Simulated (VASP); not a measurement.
# GaB (P4/mmm) in VASP: a series of runs

GaB is run at these levels: PBE; tasks: single point, relaxation of cell and atoms.

Program: VASP 6.6.1. These are calculated values, not measurements. Logs are shortened: lines on timing, memory, paths and dates and some standing lists are left out, and cuts for length are marked.

### Step 1. The cell of the first run

The structure is tetragonal, space group P4/mmm (No. 123). The conventional cell has a = 2.725 Å, b = 2.725 Å, c = 3.219 Å, α = 90.00°, β = 90.00°, γ = 90.00°. Within 3.3 Å of Ga (site symmetry 4/mmm) lie 8 B at 2.51 Å and 6 Ga at 2.73 to 3.22 Å. B (site symmetry 4/mmm) has 8 Ga at 2.51 Å and 6 B at 2.73 to 3.22 Å within 3.3 Å.

### Step 2. Single point, PBE

INCAR

```
PREC = Accurate
ENCUT = 520
EDIFF = 1E-6
ISMEAR = -1
SIGMA = 0.05
LREAL = F
LASPH = T
NELM = 80
ALGO = Normal
ISIF = 2
LWAVE = F
LCHARG = F
GGA = PE
NBANDS = 15
```

KPOINTS

```
Automatic mesh
0
Gamma
  10 10 8
```

POSCAR

```
GaB
1.0
    2.7252348341      0.0000000000      0.0000000000
    0.0000000000      2.7252348341      0.0000000000
    0.0000000000      0.0000000000      3.2192829995
Ga B
1 1
Direct
    0.5000000000      0.5000000000      0.5000000000
    0.0000000000      0.0000000000      0.0000000000
```

Potentials or basis: VASP PAW PBE potentials, release 64 (Ga_d, B).

On the command line:

```bash
> cat potpaw_PBE.64/Ga_d/POTCAR potpaw_PBE.64/B/POTCAR > POTCAR
> mpirun -np 1 vasp_std > vasp.out
```

OUTCAR:

```text
PREC = Accurate
   ENCUT = 520
   EDIFF = 1E-6
   ISMEAR = -1
   LREAL = F
   LASPH = T
   NELM = 80
   ISIF = 2
   GGA = PE

 ion  position               nearest neighbor table
   1  0.500  0.500  0.500-   2 2.51   2 2.51   2 2.51   2 2.51   2 2.51   2 2.51   2 2.51   2 2.51

   2  0.000  0.000  0.000-   1 2.51   1 2.51   1 2.51   1 2.51   1 2.51   1 2.51   1 2.51   1 2.51

  LATTYP: Found a simple tetragonal cell.
 ALAT       =     2.7252348341
 C/A-ratio  =     1.1812864562

  Lattice vectors:

 A1 = (   2.7252348341,   0.0000000000,   0.0000000000)
 A2 = (   0.0000000000,   2.7252348341,   0.0000000000)
 A3 = (   0.0000000000,   0.0000000000,   3.2192829995)

Analysis of symmetry for initial positions (statically):
=====================================================================
 Subroutine PRICEL returns:
 Original cell was already a primitive cell.

 Routine SETGRP: Setting up the symmetry group for a
 simple tetragonal supercell.

 Subroutine GETGRP returns: Found 16 space group operations
 (whereof 16 operations were pure point group operations)
 out of a pool of 16 trial point group operations.

The static configuration has the point symmetry D_4h.

Analysis of symmetry for dynamics (positions and initial velocities):
=====================================================================
 Subroutine PRICEL returns:
 Original cell was already a primitive cell.

 Routine SETGRP: Setting up the symmetry group for a
 simple tetragonal supercell.

 Subroutine GETGRP returns: Found 16 space group operations
 (whereof 16 operations were pure point group operations)
 out of a pool of 16 trial point group operations.

The dynamic configuration has the point symmetry D_4h.

 Subroutine INISYM returns: Found 16 space group operations
 (whereof 16 operations are pure point group operations),
 and found     1 'primitive' translations

----------------------------------------------------------------------------------------

                                     Primitive cell

  volume of cell :      23.9093

  direct lattice vectors                    reciprocal lattice vectors
     2.725234834  0.000000000  0.000000000     0.366940855  0.000000000  0.000000000
     0.000000000  2.725234834  0.000000000     0.000000000  0.366940855  0.000000000
     0.000000000  0.000000000  3.219282999     0.000000000  0.000000000  0.310628174

  length of vectors
     2.725234834  2.725234834  3.219282999     0.366940855  0.366940855  0.310628174

  position of ions in fractional coordinates (direct lattice)
     0.500000000  0.500000000  0.500000000
     0.000000000  0.000000000  0.000000000

  ion indices of the primitive-cell ions
   primitive index   ion index
                 1           1
                 2           2

----------------------------------------------------------------------------------------

 KPOINTS: Automatic mesh

Automatic generation of k-mesh.
 Grid dimensions read from file:
 generate k-points for:   10   10    8

 Generating k-lattice:

  Cartesian coordinates                     Fractional coordinates (reciprocal lattice)
     0.036694085  0.000000000  0.000000000     0.100000000  0.000000000  0.000000000
     0.000000000  0.036694085  0.000000000     0.000000000  0.100000000  0.000000000
     0.000000000  0.000000000  0.038828522     0.000000000  0.000000000  0.125000000

  Length of vectors
     0.036694085  0.036694085  0.038828522

  Shift w.r.t. Gamma in fractional coordinates (k-lattice)
     0.000000000  0.000000000  0.000000000

 Subroutine IBZKPT returns following result:
 ===========================================

 Found    105 irreducible k-points:

 Following reciprocal coordinates:
            Coordinates               Weight
  0.000000  0.000000  0.000000      1.000000
  0.100000  0.000000  0.000000      4.000000
  0.200000  0.000000  0.000000      4.000000
  0.300000  0.000000  0.000000      4.000000
  0.400000  0.000000  0.000000      4.000000
  0.500000  0.000000  0.000000      2.000000
[... 16 lines left out ...]
  0.100000  0.000000  0.125000      8.000000
  0.200000  0.000000  0.125000      8.000000
 [... further k-points ...]
   k-points           NKPTS =    105   k-points in BZ     NKDIM =    105   number of bands    NBANDS=     15
   number of dos      NEDOS =    301   number of ions     NIONS =      2
   total plane-waves  NPLWV =   9600
   dimension x,y,z NGX =    20 NGY =   20 NGZ =   24
   dimension x,y,z NGXF=    40 NGYF=   40 NGZF=   48
   ions per type =               1   1
   NGX,Y,Z   is equivalent  to a cutoff of  12.20, 12.20, 12.39 a.u.
   NGXF,Y,Z  is equivalent  to a cutoff of  24.40, 24.40, 24.79 a.u.
 SYSTEM =  unknown system
   PREC   = accura    normal or accurate (medium, high low for compatibility)
   ISTART =      0    job   : 0-new  1-cont  2-samecut
   ICHARG =      2    charge: 1-file 2-atom 10-const
   ISPIN  =      1    spin polarized calculation?
   LNONCOLLINEAR =      F non collinear calculations
   LSORBIT =      F    spin-orbit coupling
   LASPH  =      T    aspherical Exc in radial PAW
   ENCUT  =  520.0 eV  38.22 Ry    6.18 a.u.   5.07  5.07  5.99*2*pi/ulx,y,z
   NELM   =     80;   NELMIN=  2; NELMDL= -5     # of ELM steps
   EDIFF  = 0.1E-05   stopping-criterion for ELM
   LREAL  =      F    real-space projection
   EDIFFG = 0.1E-04   stopping-criterion for IOM
   NSW    =      0    number of steps for IOM
   IBRION =     -1    ionic relax: 0-MD 1-quasi-New 2-CG
   NFREE  =      0    steps in history (QN), initial steepest desc. (CG)
   ISIF   =      2    stress and relaxation
   ISYM   =      2    0-nonsym 1-usesym 2-fastsym
   POTIM  = 0.5000    time-step for ionic-motion
   TEBEG  =    0.0;   TEEND  =   0.0 temperature during run
   PSTRESS=    0.0 pullay stress
   NELECT =      16.0000    total number of electrons
   NUPDOWN=      -1.0000    fix difference up-down
   EMIN   =  10.00;   EMAX   =-10.00  energy-range for DOS
   EFERMI =   0.00;   METHOD = LEGACY
   ISMEAR =    -1;   SIGMA  =   0.05  broadening in eV -4-tet -1-fermi 0-gaus
   EFERMI_NEDOS =   21; number of points for ismear=-14 and -15
   IALGO  =     38    algorithm
   IMIX   =      4    mixing-type and parameters
     AMIX     =   0.40;   BMIX     =  1.00
     AMIX_MAG =   1.60;   BMIX_MAG =  1.00
  volume/ion in A,a.u.               =      11.95        80.67
  Fermi-wavevector in a.u.,A,eV,Ry     =   1.431943  2.705980 27.898224  2.050462
  Thomas-Fermi vector in A             =   2.551625
   LORBIT       =      0    0 simple, 1 ext, 2 COOP (PROOUT), +10 PAW based schemes
   GGA     = PE    functional components
   LHFCALC =     F    Hartree Fock is set to
   AEXX    =    0.0000 exact exchange contribution
   IVDW    =     0    specifies the selected vdW correction
   LEPSILON=     F    determine dielectric tensor
   LRPA    =     F    only Hartree local field effects (RPA)
 non-spin polarized calculation
  energy-cutoff  :      520.00
  volume of cell :       23.91
 maximum number of plane-waves:       664
   NGX = 11   NGY = 11   NGZ = 11

 number of electron      16.0000020 magnetization

 Free energy of the ion-electron system (eV)
  ---------------------------------------------------
  ext. energy  EPLUGINS =         0.00000000
  ---------------------------------------------------
  free energy    TOTEN  =        -7.15114635 eV

  energy without entropy =       -7.14585533  energy(sigma->0) =       -7.14850084

 E-fermi :   6.8835     XC(G=0): -11.9007

 val. band max:        6.8763542226   @ k =   0.2000   0.2000   0.0000
 cond. band min:       6.8874652541   @ k =   0.5000   0.3000   0.1250
 fundamental gap:      0.0111110315
 Fermi energy:         6.8834620406

 k-point     1 :       0.0000    0.0000    0.0000
  band No.  band energies     occupation
      1      -8.4044      2.00000
      2      -8.2530      2.00000
      3      -7.9422      2.00000
      4      -7.9422      2.00000
      5      -7.8979      2.00000
      6      -6.4385      2.00000
      7       5.3303      2.00000
      8       8.9401      0.00000
      9       9.5089      0.00000
     10       9.5089      0.00000
     11      15.9328      0.00000
     12      16.3772      0.00000
     13      20.1480      0.00000
     14      21.2930      0.00000
     15      21.2930      0.00000

 k-point     2 :       0.1000    0.0000    0.0000
  band No.  band energies     occupation
      1      -8.3809      2.00000
      2      -8.2361      2.00000
      3      -7.9638      2.00000
      4      -7.9404      2.00000
      5      -7.9132      2.00000
      6      -6.2475      2.00000
      7       5.5350      2.00000
      8       8.0025      0.00000
      9       9.2319      0.00000
     10       9.6731      0.00000
     11      16.2251      0.00000
     12      17.2690      0.00000
     13      19.4637      0.00000
     14      21.1697      0.00000
     15      21.1793      0.00000

 k-point     3 :       0.2000    0.0000    0.0000
  band No.  band energies     occupation
      1      -8.3362      2.00000
      2      -8.1812      2.00000
      3      -8.0194      2.00000
      4      -7.9531      2.00000
      5      -7.9357      2.00000
      6      -5.6661      2.00000
      7       5.5038      2.00000
      8       6.1331      2.00000
      9       9.6066      0.00000
     10      10.1428      0.00000
     11      16.6727      0.00000
     12      17.3290      0.00000
     13      17.6850      0.00000
     14      20.6690      0.00000
     15      22.7600      0.00000
[... 343 lines left out ...]
 k-point    23 :       0.1000    0.0000    0.1250
  band No.  band energies     occupation
      1      -8.3788      2.00000
      2      -8.2229      2.00000
      3      -7.9740      2.00000
      4      -7.9475      2.00000
      5      -7.9126      2.00000
      6      -6.0283      2.00000
      7       3.8775      2.00000
      8       8.2538      0.00000
      9       9.8486      0.00000
     10      10.8861      0.00000
     11      16.5123      0.00000
     12      17.1957      0.00000
     13      18.8000      0.00000
     14      20.4025      0.00000
     15      21.0810      0.00000

 k-point    24 :       0.2000    0.0000    0.1250
  band No.  band energies     occupation
      1      -8.3337      2.00000
      2      -8.1649      2.00000
      3      -8.0356      2.00000
      4      -7.9526      2.00000
      5      -7.9418      2.00000
      6      -5.4451      2.00000
      7       4.4591      2.00000
      8       5.7154      2.00000
      9      10.3004      0.00000
     10      11.2631      0.00000
     11      15.6361      0.00000
     12      16.9863      0.00000
     13      18.7749      0.00000
     14      20.2136      0.00000
     15      22.8929      0.00000

 [... further k-points ...]
[... 5 lines left out ...]
  --------------------------------------------------------------------------------------
  -------------------------------------------------------------------------------------
  Total        0.0228411      0.0228411      0.0195146      0.0000000      0.0000000     -0.0000000
  in kB        1.5305989      1.5305989      1.3076885      0.0000000      0.0000000     -0.0000000
  external PRESSURE =       1.4562954 kB  Pullay stress =       0.0000000 kB

 VOLUME and BASIS-vectors are now :
 -----------------------------------------------------------------------------
  energy-cutoff  :      520.00
  volume of cell :       23.91
      direct lattice vectors                 reciprocal lattice vectors
     2.725234834  0.000000000  0.000000000     0.366940855  0.000000000  0.000000000
     0.000000000  2.725234834  0.000000000     0.000000000  0.366940855  0.000000000
     0.000000000  0.000000000  3.219282999     0.000000000  0.000000000  0.310628174

 POSITION                                       TOTAL-FORCE (eV/Angst)
 -----------------------------------------------------------------------------------
      1.36262      1.36262      1.60964         0.000000      0.000000      0.000000
      0.00000      0.00000      0.00000         0.000000      0.000000      0.000000
 -----------------------------------------------------------------------------------
    total drift:                               -0.000000      0.000000      0.000000

  FREE ENERGIE OF THE ION-ELECTRON SYSTEM (eV)
  ---------------------------------------------------
  free  energy   TOTEN  =        -7.1511463483 eV

  energy  without entropy=       -7.1458553324  energy(sigma->0) =       -7.14850084
```

It took 20 s on 1 thread of Intel Xeon 8259CL, shared host; peak memory 0.15 GiB.

Results:

| Item | Value |
| --- | --- |
| Free energy | -7.1511 eV |
| Pressure | 0.1 GPa |
| Band gap on the k mesh | zero (bands 8 and 9 overlap by 8.49 eV) |

### Step 3. Relaxation of cell and atoms, PBE

INCAR

```
PREC = Accurate ; ENCUT = 600
EDIFF = 1E-6 ; ISMEAR = -1
SIGMA = 0.05 ; LREAL = F
LASPH = T ; NELM = 60
ALGO = Normal ; ISIF = 3
LWAVE = F ; LCHARG = F
GGA = PE ; IBRION = 2
NSW = 60 ; EDIFFG = -0.01
```

KPOINTS is that of step 2.

POSCAR

```
GaB
1.0
    2.7182400000      0.0000000000      0.0000000000
    0.0000000000      2.7182400000      0.0000000000
    0.0000000000      0.0000000000      3.2362100000
Ga B
1 1
Direct
    0.5000000000      0.5000000000      0.5000000000
    0.0000000000      0.0000000000      0.0000000000
```

Potentials or basis: VASP PAW PBE potentials, release 64 (Ga_d, B).

On the command line:

```bash
> cat potpaw_PBE.64/Ga_d/POTCAR potpaw_PBE.64/B/POTCAR > POTCAR
> mpirun -np 1 vasp_std > vasp.out
```

OUTCAR:

```text
PREC = Accurate
   ENCUT = 600
   EDIFF = 1E-6
   ISMEAR = -1
   LREAL = F
   LASPH = T
   NELM = 60
   ISIF = 3
   GGA = PE
   IBRION = 2
   NSW = 60
   EDIFFG = -0.01

 ion  position               nearest neighbor table
   1  0.500  0.500  0.500-   2 2.51   2 2.51   2 2.51   2 2.51   2 2.51   2 2.51   2 2.51   2 2.51

   2  0.000  0.000  0.000-   1 2.51   1 2.51   1 2.51   1 2.51   1 2.51   1 2.51   1 2.51   1 2.51

  LATTYP: Found a simple tetragonal cell.
 ALAT       =     2.7182400000
 C/A-ratio  =     1.1905534463

  Lattice vectors:

 A1 = (   2.7182400000,   0.0000000000,   0.0000000000)
 A2 = (   0.0000000000,   2.7182400000,   0.0000000000)
 A3 = (   0.0000000000,   0.0000000000,   3.2362100000)

Analysis of symmetry for initial positions (statically):
=====================================================================
 Subroutine PRICEL returns:
[... 295 lines left out ...]
 Fermi energy:         6.8514767958

 k-point     1 :       0.0000    0.0000    0.0000
  band No.  band energies     occupation
      1      -8.4312      2.00000
      2      -8.2814      2.00000
      3      -7.9736      2.00000
      4      -7.9736      2.00000
      5      -7.9298      2.00000
      6      -6.4430      2.00000
      7       5.3192      2.00000
      8       8.9081      0.00000
      9       9.4607      0.00000
     10       9.4607      0.00000
     11      15.8640      0.00000
     12      16.3222      0.00000
[... 331 lines left out ...]
 k-point    24 :       0.2000    0.0000    0.1250
  band No.  band energies     occupation
      1      -8.3611      2.00000
      2      -8.1942      2.00000
      3      -8.0659      2.00000
      4      -7.9839      2.00000
      5      -7.9732      2.00000
      6      -5.4519      2.00000
      7       4.4440      2.00000
      8       5.6764      2.00000
      9      10.2502      0.00000
     10      11.2295      0.00000
     11      15.5861      0.00000
     12      16.9242      0.00000

 [... further k-points ...]
[... 5 lines left out ...]
  --------------------------------------------------------------------------------------
  -------------------------------------------------------------------------------------
  Total       -0.0185188     -0.0185188     -0.0184663      0.0000000      0.0000000     -0.0000000
  in kB       -1.2370727     -1.2370727     -1.2335627      0.0000000      0.0000000     -0.0000000
  external PRESSURE =      -1.2359027 kB  Pullay stress =       0.0000000 kB
[... 17 lines left out ...]
  FREE ENERGIE OF THE ION-ELECTRON SYSTEM (eV)
  ---------------------------------------------------
  free  energy   TOTEN  =        -7.1512944233 eV

  energy  without entropy=       -7.1459701295  energy(sigma->0) =       -7.14863228

 reached required accuracy - stopping structural energy minimisation
```

Wall time 79 s (1 thread of Intel Xeon 8259CL, shared host); peak memory 0.18 GiB.

What came out:

- Free energy: -7.1513 eV
- Relaxed volume: 11.99 Å³/atom
- Relaxed cell: a = 2.729 Å, b = 2.729 Å, c = 3.220 Å, α = 90.00°, β = 90.00°, γ = 90.00°
- Space group after relaxing (to 0.1 Å): P4/mmm (No. 123)
- Energy gained by relaxing: 0.2 meV/atom
- Ionic steps: 4
- Pressure after relaxing: -0.1 GPa
- Band gap on the k mesh: zero (bands 8 and 9 overlap by 8.47 eV)

Step by step:
```
step  energy change (eV)  largest force (eV/Å)  pressure (GPa)  volume (Å³)
   1              0.0000                0.0000            0.00        23.91
   2             -0.0002                0.0000            0.13        23.91
   3             -0.0003                0.0000            0.21        23.91
   4             -0.0003                0.0000           -0.12        23.98
```

Final structure:
```
Ga B
1.0
     2.72906    0.00000    0.00000
     0.00000    2.72906    0.00000
     0.00000    0.00000    3.22035
Ga B
1 1
Direct
  0.50000 0.50000 0.50000
  0.00000 0.00000 0.00000
```

(Part 1 of 2 ends here.)
